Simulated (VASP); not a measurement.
## Si: single point with LDA

Crystal: Si.

```
Si
1.0
    -3.32544    3.32544    1.92239
     3.32544   -3.32544    1.92239
     3.32544    3.32544   -1.92239
Si
4
Direct
  0.82120 0.17880 0.00000
  0.17880 0.82120 0.00000
  0.82120 0.82120 0.64240
  0.17880 0.17880 0.35760
```

```json
{
  "Program": "VASP 6.6.1",
  "Task": "single point",
  "Functional": "LDA",
  "Potentials or basis": "VASP PAW LDA potentials, release 64 (Si)",
  "Cutoff": "520 eV",
  "k mesh": "8 × 8 × 8",
  "Occupations": "fermi-dirac, width 0.05 eV",
  "Spin": "no spin polarisation"
}
```

* Pressure: -1.8 GPa
* Largest force: 0.021 eV/Å
* Band gap on the k mesh: 0.15 eV (least direct gap 0.28 eV)

Forces on the atoms (eV/Å):
```
Si  -0.015  0.015  0.000
Si   0.015 -0.015  0.000
Si   0.015  0.015  0.000
Si  -0.015 -0.015  0.000
```

Stress tensor (GPa, compression positive):
```
-1.74  0.00  0.00
 0.00 -1.74  0.00
 0.00  0.00 -1.97
```

Levels at points of the mesh, in eV from the valence-band top:
```csv
k point,band 4,band 5,band 6,band 7,band 8,band 9,band 10,band 11,band 12,band 13
"(0.00, 0.00, 0.00)",-5.57,-3.77,-1.48,-1.48,-0.55,1.39,1.51,1.51,2.26,2.26
"(0.50, 0.00, 0.00)",-6.14,-4.35,-3.51,-2.38,-1.42,0.75,2.30,2.94,3.45,4.12
"(0.50, 0.50, 0.00)",-4.95,-2.84,-2.00,-1.91,-1.62,1.53,1.84,1.86,3.92,4.28
"(0.50, 0.50, 0.50)",-5.04,-2.93,-0.22,0.00,0.00,0.28,3.07,3.44,3.99,4.45
```

Wall time 2.2 min on 1 thread of Intel Xeon 8259CL, with other jobs on the host, peak memory 0.21 GiB.

Caveat: semilocal functionals underestimate gaps, and a narrow one can read as zero. A k mesh can miss the band edges.
